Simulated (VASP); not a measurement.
Input of a VASP 6.6.1 run:

INCAR

```
SYSTEM = Ge4H
PREC = Accurate
ENCUT = 520
EDIFF = 1E-6
ISMEAR = 0
SIGMA = 0.1
LREAL = .False.
LASPH = .True.
NELM = 80
ALGO = Normal
ISIF = 2
LWAVE = .False.
LCHARG = .True.
LDIPOL = .True.
IDIPOL = 3
DIPOL = 0.5 0.5 0.328
GGA = PE
IVDW = 12
LELF = .True.
LVHAR = .True.
LVACPOTAV = .True.
NBANDS = 36
```

File KPOINTS:

```
Automatic mesh
0
Gamma
  7 7 1
  0 0 0
```

POSCAR

```
Ge4H
1.0
    4.0303587907      0.0000000000      0.0000000000
    0.0000000000      4.0303587907      0.0000000000
    0.0000000000      0.0000000000     21.6416627718
Ge H
4 1
Direct
    0.0000000000      0.5000000000      0.1848286817
    0.0000000000      0.0000000000      0.2506714513
    0.5000000000      0.0000000000      0.3196569899
    0.5000000000      0.5000000000      0.3854446333
    0.7500000000      0.8750000000      0.5009625594
```

Potentials or basis: VASP PAW PBE potentials, release 64 (Ge_d, H).

The run is started by

```sh
$ cat potpaw_PBE.64/Ge_d/POTCAR potpaw_PBE.64/H/POTCAR > POTCAR
$ mpirun -np 1 vasp_std > vasp.out
```

**Question.** Estimate the band gap on the k mesh.

**Answer.** Zero (an odd number of electrons rules out a gap without spin polarisation).

**Question.** Predict the dispersion energy per atom.

**Answer.** -0.180 eV.

Forces in eV/Å, atoms in the order of the input:
```
Ge  -0.047  0.047 -0.148
Ge   0.099  0.068  0.236
Ge  -0.003 -0.185 -0.062
Ge   0.157  0.508  0.799
H   -0.206 -0.437 -0.825
```
